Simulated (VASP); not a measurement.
# MgS (F-43m) in VASP: notebook

The runs below take MgS through dielectric tensor, with r2SCAN.

Everything below comes from runs of VASP 6.6.1. Logs are shortened: lines on timing, memory, paths and dates and some standing lists are left out, and cuts for length are marked.

## (1) The cell of the first run

The structure is cubic, space group F-43m (No. 216). Conventional cell: a = 5.435 Å, b = 5.435 Å, c = 5.435 Å, α = 90.00°, β = 90.00°, γ = 90.00°. Within 3.1 Å of Mg (site symmetry -43m) lie 4 S at 2.35 Å. Within 3.1 Å of S (site symmetry -43m) lie 4 Mg at 2.35 Å.

## (2) Dielectric tensor, r2SCAN (strain -4.0%)

INCAR reads:

```
SYSTEM = MgS
ALGO = Normal ; EDIFF = 1E-8
ENCUT = 520 ; ISIF = 2
ISMEAR = 0 ; LASPH = .True.
LCALCEPS = .True. ; LCHARG = .False.
LMIXTAU = .True. ; LREAL = .False.
LWAVE = .False. ; METAGGA = R2SCAN
NELM = 80 ; PREC = Accurate
SIGMA = 0.01
```

KPOINTS reads:

```
k-points
0
Gamma
  6 6 6
  0 0 0
```

POSCAR reads:

```
MgS
1.0
    0.0000000000      2.7176417676      2.7176417676
    2.7176417676      0.0000000000      2.7176417676
    2.7176417676      2.7176417676      0.0000000000
Mg S
1 1
Direct
    0.0000000000      0.0000000000      0.0000000000
    0.2500000000      0.2500000000      0.2500000000
```

Potentials or basis: VASP PAW PBE potentials, release 64 (Mg, S).

The run is started by

```
$ cat potpaw_PBE.64/Mg/POTCAR potpaw_PBE.64/S/POTCAR > POTCAR
$ mpirun -np 1 vasp_std > vasp.out
```

OUTCAR:

```text
SYSTEM = MgS
   EDIFF = 1E-8
   ENCUT = 520
   ISIF = 2
   ISMEAR = 0
   LASPH = .True.
   LREAL = .False.
   METAGGA = R2SCAN
   NELM = 80
   PREC = Accurate

 ion  position               nearest neighbor table
   1  0.000  0.000  0.000-   2 2.35   2 2.35   2 2.35   2 2.35
   2  0.250  0.250  0.250-   1 2.35   1 2.35   1 2.35   1 2.35

  LATTYP: Found a face centered cubic cell.
 ALAT       =     5.4352835352

  Lattice vectors:

 A1 = (   0.0000000000,   2.7176417676,   2.7176417676)
 A2 = (   2.7176417676,   0.0000000000,   2.7176417676)
 A3 = (   2.7176417676,   2.7176417676,   0.0000000000)

Analysis of symmetry for initial positions (statically):
=====================================================================
 Subroutine PRICEL returns:
 Original cell was already a primitive cell.

 Routine SETGRP: Setting up the symmetry group for a
 face centered cubic supercell.

 Subroutine GETGRP returns: Found 24 space group operations
 (whereof 24 operations were pure point group operations)
 out of a pool of 48 trial point group operations.

The static configuration has the point symmetry T_d .

Analysis of symmetry for dynamics (positions and initial velocities):
=====================================================================
 Subroutine PRICEL returns:
 Original cell was already a primitive cell.

 Routine SETGRP: Setting up the symmetry group for a
 face centered cubic supercell.

 Subroutine GETGRP returns: Found 24 space group operations
 (whereof 24 operations were pure point group operations)
 out of a pool of 48 trial point group operations.

The dynamic configuration has the point symmetry T_d .

 Subroutine INISYM returns: Found 24 space group operations
 (whereof 24 operations are pure point group operations),
 and found     1 'primitive' translations

----------------------------------------------------------------------------------------

                                     Primitive cell

  volume of cell :      40.1427

  direct lattice vectors                    reciprocal lattice vectors
     0.000000000  2.717641768  2.717641768    -0.183983042  0.183983042  0.183983042
     2.717641768  0.000000000  2.717641768     0.183983042 -0.183983042  0.183983042
     2.717641768  2.717641768  0.000000000     0.183983042  0.183983042 -0.183983042

  length of vectors
     3.843325845  3.843325845  3.843325845     0.318667977  0.318667977  0.318667977

  position of ions in fractional coordinates (direct lattice)
     0.000000000  0.000000000  0.000000000
     0.250000000  0.250000000  0.250000000

  ion indices of the primitive-cell ions
   primitive index   ion index
                 1           1
                 2           2

----------------------------------------------------------------------------------------

 KPOINTS: k-points

Automatic generation of k-mesh.
 Grid dimensions read from file:
 generate k-points for:    6    6    6

 Generating k-lattice:

  Cartesian coordinates                     Fractional coordinates (reciprocal lattice)
    -0.030663840  0.030663840  0.030663840     0.166666667  0.000000000  0.000000000
     0.030663840 -0.030663840  0.030663840     0.000000000  0.166666667  0.000000000
     0.030663840  0.030663840 -0.030663840     0.000000000  0.000000000  0.166666667

  Length of vectors
     0.053111329  0.053111329  0.053111329

  Shift w.r.t. Gamma in fractional coordinates (k-lattice)
     0.000000000  0.000000000  0.000000000

 Subroutine IBZKPT returns following result:
 ===========================================

 Found     16 irreducible k-points:

 Following reciprocal coordinates:
            Coordinates               Weight
  0.000000  0.000000  0.000000      1.000000
  0.166667  0.000000  0.000000      8.000000
  0.333333  0.000000  0.000000      8.000000
  0.500000  0.000000  0.000000      4.000000
  0.166667  0.166667  0.000000      6.000000
  0.333333  0.166667  0.000000     24.000000
[... 8 lines left out ...]
 -0.333333  0.333333  0.166667     24.000000
 -0.333333  0.500000  0.166667     12.000000
   k-points           NKPTS =     16   k-points in BZ     NKDIM =     16   number of bands    NBANDS=      8
   number of dos      NEDOS =    301   number of ions     NIONS =      2
   total plane-waves  NPLWV =  27000
   dimension x,y,z NGX =    30 NGY =   30 NGZ =   30
   dimension x,y,z NGXF=    60 NGYF=   60 NGZF=   60
   ions per type =               1   1
   NGX,Y,Z   is equivalent  to a cutoff of  12.98, 12.98, 12.98 a.u.
   NGXF,Y,Z  is equivalent  to a cutoff of  25.95, 25.95, 25.95 a.u.
 SYSTEM =  MgS
   PREC   = accura    normal or accurate (medium, high low for compatibility)
   ISTART =      0    job   : 0-new  1-cont  2-samecut
   ICHARG =      2    charge: 1-file 2-atom 10-const
   ISPIN  =      1    spin polarized calculation?
   LNONCOLLINEAR =      F non collinear calculations
   LSORBIT =      F    spin-orbit coupling
   LASPH  =      T    aspherical Exc in radial PAW
   ENCUT  =  520.0 eV  38.22 Ry    6.18 a.u.   7.15  7.15  7.15*2*pi/ulx,y,z
   NELM   =     80;   NELMIN=  2; NELMDL= -5     # of ELM steps
   EDIFF  = 0.1E-07   stopping-criterion for ELM
   LREAL  =      F    real-space projection
   EDIFFG = 0.1E-06   stopping-criterion for IOM
   NSW    =      0    number of steps for IOM
   IBRION =     -1    ionic relax: 0-MD 1-quasi-New 2-CG
   NFREE  =      0    steps in history (QN), initial steepest desc. (CG)
   ISIF   =      2    stress and relaxation
   ISYM   =      2    0-nonsym 1-usesym 2-fastsym
   POTIM  = 0.5000    time-step for ionic-motion
   TEBEG  =    0.0;   TEEND  =   0.0 temperature during run
   PSTRESS=    0.0 pullay stress
   NELECT =       8.0000    total number of electrons
   NUPDOWN=      -1.0000    fix difference up-down
   EMIN   =  10.00;   EMAX   =-10.00  energy-range for DOS
   EFERMI =   0.00;   METHOD = LEGACY
   ISMEAR =     0;   SIGMA  =   0.01  broadening in eV -4-tet -1-fermi 0-gaus
   EFERMI_NEDOS =   21; number of points for ismear=-14 and -15
   IALGO  =     38    algorithm
   IMIX   =      4    mixing-type and parameters
     AMIX     =   0.40;   BMIX     =  1.00
     AMIX_MAG =   1.60;   BMIX_MAG =  1.00
  volume/ion in A,a.u.               =      20.07       135.45
  Fermi-wavevector in a.u.,A,eV,Ry     =   0.956245  1.807041 12.441235  0.914405
  Thomas-Fermi vector in A             =   2.085156
   LORBIT       =      0    0 simple, 1 ext, 2 COOP (PROOUT), +10 PAW based schemes
   METAGGA = R2SCAN    functional components
   LHFCALC =     F    Hartree Fock is set to
   AEXX    =    0.0000 exact exchange contribution
   IVDW    =     0    specifies the selected vdW correction
   LEPSILON=     F    determine dielectric tensor
   LRPA    =     F    only Hartree local field effects (RPA)
   LRPA       =     F
 non-spin polarized calculation
 Gauss-broadening in eV      SIGMA  =   0.01
  energy-cutoff  :      520.00
  volume of cell :       40.14
 maximum number of plane-waves:      1106
 NGX is ok and might be reduce to    30
   NGX = 15   NGY = 15   NGZ = 15

 number of electron       8.0000000 magnetization

 Free energy of the ion-electron system (eV)
  ---------------------------------------------------
  ext. energy  EPLUGINS =         0.00000000
  ---------------------------------------------------
  free energy    TOTEN  =       -15.31993911 eV

  energy without entropy =      -15.31993911  energy(sigma->0) =      -15.31993911

 E-fermi :   1.6626     XC(G=0):  -9.2770

 val. band max:        1.5838434531   @ k =   0.0000   0.0000   0.0000
 cond. band min:   10000.0000000000   @ k =   0.0000   0.0000   0.0000
 fundamental gap:   9998.4161565469
 Fermi energy:         1.6625843155

 k-point     1 :       0.0000    0.0000    0.0000
  band No.  band energies     occupation
      1     -10.6083      2.00000
      2       1.5833      2.00000
      3       1.5836      2.00000
      4       1.5838      2.00000
      5   10000.0000      0.00000
      6   10000.0000      0.00000
      7   10000.0000      0.00000
      8   10000.0000      0.00000
[... 243 lines left out ...]
 k-point    24 :       0.0000    0.3333    0.1667
  band No.  band energies     occupation
      1      -9.9825      2.00000
      2      -0.7724      2.00000
      3       0.9332      2.00000
      4       0.9879      2.00000
      5   10000.0000      0.00000
      6   10000.0000      0.00000
      7   10000.0000      0.00000
      8   10000.0000      0.00000

 [... further k-points ...]

------------------------ aborting loop because EDIFF is reached ----------------------------------------

            Ionic dipole moment: p[ion]=(     8.15293     8.15293     8.15293 ) |e| Angst

 Total electronic dipole moment: p[elc]=(     0.00238     0.00238     0.00856 ) |e| Angst

 MACROSCOPIC STATIC DIELECTRIC TENSOR (including local field effects)
 ------------------------------------------------------
           3.789931     0.000000     0.000000
           0.000000     3.789931     0.000000
           0.000000    -0.000000     3.789931
 ------------------------------------------------------

 PIEZOELECTRIC TENSOR (including local field effects) (e Angst)
          XX          YY          ZZ          XY          YZ          ZX
  --------------------------------------------------------------------------------
  x     0.00000     0.00000     0.00000     0.00000    -0.91425    -0.00000
  y     0.00000    -0.00000     0.00000    -0.00000     0.00000    -0.91425
  z     0.00000     0.00000     0.00000    -0.91425     0.00000     0.00000

 PIEZOELECTRIC TENSOR (including local field effects) (C/m^2)
          XX          YY          ZZ          XY          YZ          ZX
  --------------------------------------------------------------------------------
  x     0.00000     0.00000     0.00000     0.00000    -0.36489    -0.00000
  y     0.00000    -0.00000     0.00000    -0.00000     0.00000    -0.36489
  z     0.00000     0.00000     0.00000    -0.36489     0.00000     0.00000

 BORN EFFECTIVE CHARGES (including local field effects) (in |e|, cummulative output)
 ---------------------------------------------------------------------------------
 ion    1
    1     1.82321    -0.00000    -0.00000
    2     0.00000     1.82321     0.00000
    3     0.00000     0.00000     1.82321
 ion    2
    1    -1.82321     0.00000     0.00000
    2    -0.00000    -1.82321    -0.00000
    3    -0.00000    -0.00000    -1.82321

  FORCE on cell =-STRESS in cart. coord.  units (eV):
  Direction    XX          YY          ZZ          XY          YZ          ZX
  --------------------------------------------------------------------------------------
  -------------------------------------------------------------------------------------
  Total        2.2900106      2.2900106      2.2900106      0.0000000     -0.0000000     -0.0000000
  in kB       91.3990029     91.3990029     91.3990029      0.0000000     -0.0000000     -0.0000000
  external PRESSURE =      91.3990029 kB  Pullay stress =       0.0000000 kB

 VOLUME and BASIS-vectors are now :
 -----------------------------------------------------------------------------
  energy-cutoff  :      520.00
  volume of cell :       40.14
      direct lattice vectors                 reciprocal lattice vectors
     0.000000000  2.717641768  2.717641768    -0.183983042  0.183983042  0.183983042
     2.717641768  0.000000000  2.717641768     0.183983042 -0.183983042  0.183983042
     2.717641768  2.717641768  0.000000000     0.183983042  0.183983042 -0.183983042

 POSITION                                       TOTAL-FORCE (eV/Angst)
 -----------------------------------------------------------------------------------
      0.00000      0.00000      0.00000         0.000000      0.000000      0.000000
      1.35882      1.35882      1.35882        -0.000000     -0.000000     -0.000000
 -----------------------------------------------------------------------------------
    total drift:                                0.000003      0.000003      0.000003

  FREE ENERGIE OF THE ION-ELECTRON SYSTEM (eV)
  ---------------------------------------------------
  free  energy   TOTEN  =       -15.3199391123 eV

  energy  without entropy=      -15.3199391123  energy(sigma->0) =      -15.31993911
```

It took 21 min on 1 thread of Intel Xeon Platinum 8259CL at 2.50GHz (Skylake/Cascade Lake), shared host; peak memory 0.27 GiB.

What came out:

- Band gap on the k mesh: 4.21 eV (least direct gap 4.82 eV)
- Electronic dielectric tensor (diagonal): 3.79
- Born charges (mean of the diagonal): Mg +1.82; S -1.82 e

Levels at points of the mesh, in eV from the valence-band top:
```csv
k point,band 2,band 3,band 4,band 5,band 6,band 7
"(0.00, 0.00, 0.00)",0.00,0.00,0.00,4.82,8.91,8.91
"(0.50, 0.00, 0.00)",-3.60,-0.37,-0.37,6.25,8.37,8.37
"(0.50, 0.50, 0.00)",-3.20,-1.20,-1.20,4.21,6.40,13.48
```

Electronic dielectric tensor:
```
3.79 0.00 0.00
0.00 3.79 0.00
0.00 0.00 3.79
```

Born effective charge tensors (e):
atom 1, Mg
```
1.82 0.00 0.00
0.00 1.82 0.00
0.00 0.00 1.82
```
atom 2, S
```
-1.82  0.00  0.00
 0.00 -1.82  0.00
 0.00  0.00 -1.82
```

Dipole moments of the cell (e·Å, modulo the quantum): ionic 8.153, 8.153, 8.153; electronic 0.002, 0.002, 0.009

Caveat: the cell differs from its parent crystal (strain -4.0%); the structure was generated, so it needn't be the stable form of MgS; the PAW data sets were made with another functional, which shifts forces and pressure a little.

## (3) Dielectric tensor, r2SCAN (strain -3.0%)

INCAR reads:

```
SYSTEM = MgS
PREC     = Accurate       ! precision mode
ENCUT    = 520            ! plane-wave cutoff, eV
EDIFF    = 1E-8           ! SCF threshold, eV
ISMEAR   = 0              ! smearing method
SIGMA    = 0.01           ! smearing width, eV
LREAL    = .FALSE.        ! projectors in reciprocal space
LASPH    = .TRUE.         ! aspherical terms in the spheres
NELM     = 60             ! most SCF steps
ALGO     = Normal         ! electronic algorithm
ISIF     = 2              ! what is computed and relaxed
LWAVE    = .FALSE.        ! write WAVECAR
LCHARG   = .FALSE.        ! write CHGCAR
METAGGA  = R2SCAN         ! meta-GGA
LMIXTAU  = .TRUE.       
LCALCEPS = .TRUE.
```

KPOINTS reads:

```
Automatic mesh
0
G
  6 6 6
  0 0 0
```

POSCAR reads:

```
MgS
1.0
    0.0000000000      2.7459505360      2.7459505360
    2.7459505360      0.0000000000      2.7459505360
    2.7459505360      2.7459505360      0.0000000000
Mg S
1 1
Direct
    0.0000000000      0.0000000000      0.0000000000
    0.2500000000      0.2500000000      0.2500000000
```

Potentials or basis: VASP PAW PBE potentials, release 64 (Mg, S).

The run is started by

```
$ cat potpaw_PBE.64/Mg/POTCAR potpaw_PBE.64/S/POTCAR > POTCAR
$ mpirun -np 1 vasp_std > vasp.out
```

OUTCAR:

```text
SYSTEM = MgS
   PREC = Accurate
   ENCUT = 520
   EDIFF = 1E-8
   ISMEAR = 0
   LREAL = .FALSE.
   LASPH = .TRUE.
   NELM = 60
   ISIF = 2
   METAGGA = R2SCAN

 ion  position               nearest neighbor table
   1  0.000  0.000  0.000-   2 2.38   2 2.38   2 2.38   2 2.38
   2  0.250  0.250  0.250-   1 2.38   1 2.38   1 2.38   1 2.38

  LATTYP: Found a face centered cubic cell.
 ALAT       =     5.4919010720

  Lattice vectors:

 A1 = (   0.0000000000,   2.7459505360,   2.7459505360)
 A2 = (   2.7459505360,   0.0000000000,   2.7459505360)
[... 478 lines left out ...]
    3    -0.00000    -0.00000    -1.83897

  FORCE on cell =-STRESS in cart. coord.  units (eV):
  Direction    XX          YY          ZZ          XY          YZ          ZX
  --------------------------------------------------------------------------------------
  -------------------------------------------------------------------------------------
  Total        1.6337374      1.6337374      1.6337374      0.0000000      0.0000000      0.0000000
  in kB       63.2098411     63.2098411     63.2098411      0.0000000      0.0000000      0.0000000
  external PRESSURE =      63.2098411 kB  Pullay stress =       0.0000000 kB

 VOLUME and BASIS-vectors are now :
 -----------------------------------------------------------------------------
  energy-cutoff  :      520.00
  volume of cell :       41.41
      direct lattice vectors                 reciprocal lattice vectors
     0.000000000  2.745950536  2.745950536    -0.182086310  0.182086310  0.182086310
     2.745950536  0.000000000  2.745950536     0.182086310 -0.182086310  0.182086310
     2.745950536  2.745950536  0.000000000     0.182086310  0.182086310 -0.182086310

 POSITION                                       TOTAL-FORCE (eV/Angst)
 -----------------------------------------------------------------------------------
      0.00000      0.00000      0.00000         0.000000      0.000000      0.000000
      1.37298      1.37298      1.37298        -0.000000     -0.000000     -0.000000
 -----------------------------------------------------------------------------------
    total drift:                                0.000001      0.000001      0.000001

  FREE ENERGIE OF THE ION-ELECTRON SYSTEM (eV)
  ---------------------------------------------------
  free  energy   TOTEN  =       -15.3810278974 eV

  energy  without entropy=      -15.3810278974  energy(sigma->0) =      -15.38102790
```

OSZICAR:

```text
N       E                     dE             d eps       ncg     rms          rms(c)
DAV:   1     0.147803917946E+02    0.14780E+02   -0.38326E+03   264   0.840E+02
DAV:   2    -0.159088192413E+02   -0.30689E+02   -0.29390E+02   320   0.108E+02
[... 12 lines left out ...]
DMP:   7    -0.153810276083E+02   -0.22928E-06   -0.23105E-06   544   0.652E-06  -0.144E-06
DMP:   8    -0.153810277215E+02   -0.11317E-06   -0.15403E-06   544   0.391E-06  -0.109E-07
DMP:   9    -0.153810278056E+02   -0.84040E-07   -0.82803E-07   544   0.188E-06   0.370E-07
DMP:  10    -0.153810278503E+02   -0.44763E-07   -0.45230E-07   544   0.104E-06   0.183E-07
DMP:  11    -0.153810278766E+02   -0.26238E-07   -0.25745E-07   544   0.546E-07   0.188E-07
DMP:  12    -0.153810278913E+02   -0.14756E-07   -0.11773E-07   544   0.247E-07   0.920E-08
DMP:  13    -0.153810278974E+02   -0.61077E-08   -0.54521E-08   544   0.131E-07   0.110E-08
   1 F= -.15381028E+02 E0= -.15381028E+02  d E =-.231978E-30
```

stdout:

```text
POSCAR found type information on POSCAR MgS
 POSCAR found :  2 types and       2 ions
 scaLAPACK will be used
 -----------------------------------------------------------------------------
|                                                                             |
[... 98 lines left out ...]
dp_tot=(  0.930E-06  0.924E-06  0.637E-02 )  diag[e(oo)]=(    ---      ---    3.78496 )
 p_tot=(  0.824E+01  0.824E+01  0.825E+01 )
dp_tot=(  0.928E-06  0.922E-06  0.637E-02 )  diag[e(oo)]=(    ---      ---    3.78230 )
 p_tot=(  0.824E+01  0.824E+01  0.825E+01 )
dp_tot=(  0.926E-06  0.921E-06  0.635E-02 )  diag[e(oo)]=(    ---      ---    3.77504 )
 final diagonalization full
 p_tot=(  0.824E+01  0.824E+01  0.825E+01 )
dp_tot=(  0.925E-06  0.920E-06  0.634E-02 )  diag[e(oo)]=(    ---      ---    3.76968 )
```

Run time: 22 min. Hardware: 1 thread of Intel Xeon Platinum 8259CL at 2.50GHz (Skylake/Cascade Lake), shared host; peak memory 0.27 GiB.

What came out:

```yaml
Band_gap_on_the_k_mesh: 4.24 eV (least direct gap 4.63 eV)
Electronic_dielectric_tensor_diagonal: 3.77
Born_charges_mean_of_the_diagonal: Mg +1.84; S -1.84 e
```

Levels at points of the mesh, in eV from the valence-band top:
| k point | band 2 | band 3 | band 4 | band 5 | band 6 | band 7 |
| --- | --- | --- | --- | --- | --- | --- |
| (0.00, 0.00, 0.00) | 0.00 | 0.00 | 0.00 | 4.63 | 8.83 | 8.83 |
| (0.50, 0.00, 0.00) | -3.48 | -0.36 | -0.36 | 6.13 | 8.33 | 8.33 |
| (0.50, 0.50, 0.00) | -3.10 | -1.16 | -1.16 | 4.24 | 6.37 | 13.12 |

Electronic dielectric tensor:
```
3.77 0.00 0.00
0.00 3.77 0.00
0.00 0.00 3.77
```

Born effective charge tensors (e):
atom 1, Mg
```
1.84 0.00 0.00
0.00 1.84 0.00
0.00 0.00 1.84
```
atom 2, S
```
-1.84  0.00  0.00
 0.00 -1.84  0.00
 0.00  0.00 -1.84
```

Dipole moments of the cell (e·Å, modulo the quantum): ionic 8.238, 8.238, 8.238; electronic 0.003, 0.003, 0.009

Caveat: the cell differs from its parent crystal (strain -3.0%); the structure was generated, so it needn't be the stable form of MgS; the PAW data sets were made with another functional, which shifts forces and pressure a little.

The gap in the log of VASP goes by the Fermi energy; the results here count the filled bands.